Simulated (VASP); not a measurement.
Wanted: the native input for a VASP 6.6.1 run.

```
Task                   : single point
Functional             : LDA
Potentials or basis    : VASP PAW LDA potentials, release 64 (Al, N)
Cutoff                 : 520 eV
k mesh                 : 10 × 10 × 10
Occupations            : gaussian, width 0.05 eV
Spin                   : no spin polarisation
Dipole correction      : no
Further INCAR settings : ALGO = Normal; EDIFF = 1e-06; NBANDS = 11
```

The structure of AlN lies in POSCAR:

```
AlN
1.0
    0.0000000000      2.5212363955      1.6388036571
    2.5212363955      0.0000000000      1.6388036571
    2.5212363955      2.5212363955      0.0000000000
Al N
1 1
Direct
    0.0000000000      0.0000000000      0.0000000000
    0.7500000000      0.7500000000      0.7500000000
```

This cell differs from its parent crystal: ratio of the length along z to the lengths across it x 0.65, volume and fractional coordinates fixed.

These files were run (other wordings do the same):

INCAR

```
SYSTEM = AlN
ALGO     = Normal         ! electronic algorithm
EDIFF    = 1E-6           ! SCF threshold, eV
ENCUT    = 520            ! plane-wave cutoff, eV
ISIF     = 2              ! what is computed and relaxed
ISMEAR   = 0              ! smearing method
LASPH    = .True.         ! aspherical terms in the spheres
LCHARG   = .False.        ! write CHGCAR
LREAL    = .False.        ! projectors in reciprocal space
LWAVE    = .False.        ! write WAVECAR
NBANDS   = 11             ! bands
NELM     = 100            ! most SCF steps
PREC     = Accurate       ! precision mode
SIGMA    = 0.05           ! smearing width, eV
```

KPOINTS

```
k-points
0
Gamma
  10 10 10
  0 0 0
```

Potentials or basis: VASP PAW LDA potentials, release 64 (Al, N).

The run is started by

```console
$ cat potpaw_LDA.64/Al/POTCAR potpaw_LDA.64/N/POTCAR > POTCAR
$ mpirun -np 1 vasp_std > vasp.out
```

Results of the run:

```
Pressure               : -17.9 GPa
Band gap on the k mesh : 2.40 eV, indirect (least direct gap 2.58 eV)
```

Run time: 22 s on 1 thread of Intel Xeon 8259CL (shared host), peak memory 0.14 GiB.
